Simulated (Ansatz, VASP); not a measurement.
Al2O3 in VASP and in Ansatz

```
Al O
1.0
     2.77608    0.00000    0.00000
    -1.38804    2.40416    0.00000
     0.00000    0.00000    6.96867
Al O
2 3
Cartesian
  0.0000 0.0000 1.9369
  0.0000 0.0000 5.0317
  0.0000 1.6028 1.3899
  1.3880 0.8014 5.5787
  0.0000 0.0000 3.4843
```

Change from the starting cell: strain -0.080 along x and y, -0.080 along z, atoms carried along.

Alike in both runs: task single point; functional LDA; k mesh 12 × 12 × 4; occupations gaussian, width 0.05 eV; no spin polarisation.

```csv
,VASP,Ansatz
version,VASP 6.6.1,Ansatz 0.2.0
potentials or method,"VASP PAW LDA potentials, release 64 (Al, O), cutoff 520 eV","scalar-relativistic, plane waves, PAW"
valence electrons in the cell,24,24
```

```csv
,VASP,Ansatz,Ansatz less VASP
gap on the k mesh at the Fermi level (eV),4.11,4.10,-0.007
least direct gap on the mesh (eV),4.11,4.10,-0.007
pressure (GPa),55.5,52.6,-2.92
"traceless stress, the component that is largest in VASP (GPa)",11.77,10.65,-1.117
rms of the force components (eV/Å),1.394,1.299,-0.0956
```

LDA's correlation is that of Perdew and Zunger in VASP and of Perdew and Wang (1992) in Ansatz. Atom by atom the forces differ by 0.098 eV/Å (rms over components). Both programs put the cell under a high pressure, so it lies far from rest at this level.
